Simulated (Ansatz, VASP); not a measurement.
**One calculation of SiO2, two programs**

```
CELL_PARAMETERS angstrom
4.17730 0.00000 0.00000
0.00000 4.17730 0.00000
0.00000 0.00000 2.66520
ATOMIC_POSITIONS crystal
Si 0.00000 0.00000 0.00000
Si 0.50000 0.50000 0.50000
O 0.30590 0.30590 0.00000
O 0.19410 0.80590 0.50000
O 0.69410 0.69410 0.00000
O 0.80590 0.19410 0.50000
```

Alike in both runs: task relaxation of the atoms; functional PBE; k mesh 5 × 5 × 7; occupations fermi-dirac, width 0.02 eV; no spin polarisation.

|  | VASP | Ansatz |
| --- | --- | --- |
| version | VASP 6.6.1 | Ansatz 0.2.0 |
| potentials or method | VASP PAW PBE potentials, release 64 (Si, O) | plane-wave PAW, scalar-relativistic |
| plane-wave cutoff (eV) | 520 | 420 |
| valence electrons in the cell | 32 | 32 |

```tsv
	VASP	Ansatz	Ansatz less VASP
gap on the k mesh at the Fermi level, each at its own relaxed structure (eV)	5.60	5.62	+0.017
```

Ansatz's warnings: stress scf threshold loose.
